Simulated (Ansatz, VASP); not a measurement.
La2O3 in VASP and in Ansatz

The input INCAR:

```
ALGO = Normal
EDIFF = 1E-6
ENCUT = 520
GGA = PE
ISIF = 2
ISMEAR = 0
LASPH = True
LCHARG = True
LELF = True
LREAL = False
LVHAR = True
LWAVE = False
NBANDS = 51
NELM = 100
PREC = Accurate
SIGMA = 0.02
```

The input KPOINTS:

```
k-points
0
Gamma
  6 6 6
```

The input POSCAR:

```
La2O3
1.0
    3.1286823435      1.8063455932      5.2691481723
   -3.1286823435      1.8063455932      5.2691481723
    0.0000000000     -3.6126911864      5.2691481723
La O
4 6
Direct
    0.8616094590      0.8616094590      0.8616094590
    0.6383905410      0.6383905410      0.6383905410
    0.1383905410      0.1383905410      0.1383905410
    0.3616094590      0.3616094590      0.3616094590
    0.0366401175      0.4633598825      0.7500000000
    0.7500000000      0.0366401175      0.4633598825
    0.4633598825      0.7500000000      0.0366401175
    0.9633598825      0.5366401175      0.2500000000
    0.2500000000      0.9633598825      0.5366401175
    0.5366401175      0.2500000000      0.9633598825
```

Input for Ansatz:

```yaml
crystal:
  lattice:
    - [3.1286823435, 1.8063455932, 5.2691481723]
    - [-3.1286823435, 1.8063455932, 5.2691481723]
    - [0.0, -3.6126911864, 5.2691481723]
  atoms:
    - { symbol: La, position: [0.861609459, 0.861609459, 0.861609459] }
    - { symbol: La, position: [0.638390541, 0.638390541, 0.638390541] }
    - { symbol: La, position: [0.138390541, 0.138390541, 0.138390541] }
    - { symbol: La, position: [0.361609459, 0.361609459, 0.361609459] }
    - { symbol: O, position: [0.0366401175, 0.4633598825, 0.75] }
    - { symbol: O, position: [0.75, 0.0366401175, 0.4633598825] }
    - { symbol: O, position: [0.4633598825, 0.75, 0.0366401175] }
    - { symbol: O, position: [0.9633598825, 0.5366401175, 0.25] }
    - { symbol: O, position: [0.25, 0.9633598825, 0.5366401175] }
    - { symbol: O, position: [0.5366401175, 0.25, 0.9633598825] }
basis:
  ecutwfc: 420
kpoints:
  mp_grid: { grid: [6, 6, 6] }
  band_path:
    path:
      - [[0.0, 0.0, 0.0], [0.5, 0.5, 0.5], [0.75498503, 0.24501497, 0.5]]
      - [[0.5, -0.24501497, 0.24501497], [0.5, 0.0, 0.0], [0.0, 0.0, 0.0], [0.37250749, -0.37250749, 0.0]]
      - [[0.62749251, 0.0, 0.37250749], [0.5, 0.0, 0.5], [0.0, 0.0, 0.0]]
    npoints: 14
hamiltonian:
  xc: pbe
scf:
  occupations: { method: gaussian, width: 0.02 }
  n_extra_bands: 25
output:
  forces: true
  stress: true
  eigenvalues: true
  populations: true
  dos: { projected: true, de: 0.02, nscf_kmesh: { grid: [9, 9, 9] } }
  bader: true
  write_density: true
  write_potential: true
  elf: true
  volumetric_format: npy
```

Alike in both runs: task single point; functional PBE; k mesh 6 × 6 × 6; occupations gaussian, width 0.02 eV; no spin polarisation.

```csv
,VASP,Ansatz
version,VASP 6.6.1,Ansatz 0.2.0
potentials or method,"VASP PAW PBE potentials, release 64 (La, O), cutoff 520 eV","scalar-relativistic, plane waves, PAW"
valence electrons in the cell,80,80
```

Ansatz gave:

| Item | Value |
| --- | --- |
| gap on the k mesh at the Fermi level (eV) | 3.79 |
| least direct gap on the mesh (eV) | 4.08 |
| pressure (GPa) | 0.0 |
| traceless stress, the component that is largest in VASP (GPa) | 0.02 |
| rms of the force components (eV/Å) | 0.004 |

Problem. What did VASP give for the same quantities?

Solution. gap on the k mesh at the Fermi level (eV): 3.80; least direct gap on the mesh (eV): 4.09; pressure (GPa): -0.3; traceless stress, the component that is largest in VASP (GPa): 0.05; rms of the force components (eV/Å): 0.004.

Atom by atom the forces differ by 0.003 eV/Å (rms over components).

Spin-orbit coupling is off throughout.
